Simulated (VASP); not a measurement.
Input of a VASP 6.6.1 run:

INCAR

```
SYSTEM = Si16B
PREC = Accurate ; ENCUT = 520
EDIFF = 1E-6 ; ISMEAR = -1
SIGMA = 0.05 ; LREAL = Auto
LASPH = .TRUE. ; NELM = 150
ALGO = Normal ; ISIF = 2
LWAVE = .FALSE. ; LCHARG = .FALSE.
ISPIN = 2 ; MAGMOM = 0 0 0 0 0 0 0 0 0 0 0 0 0 0 0 0 0
LORBIT = 11 ; GGA = PS
NBANDS = 52
```

KPOINTS

```
regular mesh
0
G
  2 2 2
  0 0 0
```

The input POSCAR:

```
Si16B
1.0
    0.0000000000      5.4300000000      5.4300000000
    5.4300000000      0.0000000000      5.4300000000
    5.4300000000      5.4300000000      0.0000000000
Si B
16 1
Direct
   -0.0037209945      0.0109626151     -0.0043769797
    0.1255599448      0.1242061694      0.1248906998
   -0.0002515654      0.0001278085      0.4983464088
    0.1274008287      0.1201045120      0.6240938306
   -0.0016805709      0.4959549724     -0.0022450276
    0.1190669429      0.6365978821      0.1184389503
    0.0055583794      0.4915184162      0.5010968692
    0.1219716390      0.6277841621      0.6245215470
    0.4990159300      0.0001849908     -0.0009325046
    0.6247454880      0.1202031308      0.1266926335
    0.5001187845      0.0043526703      0.4994112339
    0.6270334254      0.1234273481      0.6263516575
    0.5017221915      0.4916162983      0.0049028545
    0.6250858195      0.6278346225      0.1214484346
    0.5023990792      0.4970290976      0.5018664825
    0.6238031308      0.6337939227      0.6231069982
    0.8141607735      0.5229666667      0.8135642726
```

Potentials or basis: VASP PAW PBE potentials, release 64 (Si, B).

Launch:

```bash
$ cat potpaw_PBE.64/Si/POTCAR potpaw_PBE.64/B/POTCAR > POTCAR
$ mpirun -np 1 vasp_std > vasp.out
```

(1) Predict the net moment.

(2) What does it give for the largest force?

(3) What does it give for the pressure?

## Answers

(1) 0.00 μB per cell.

(2) 0.260 eV/Å.

(3) 0.9 GPa.

Caveat: the k points lie up to 0.50 Å⁻¹ apart; the PAW data sets were made with another functional, which shifts forces and pressure a little.
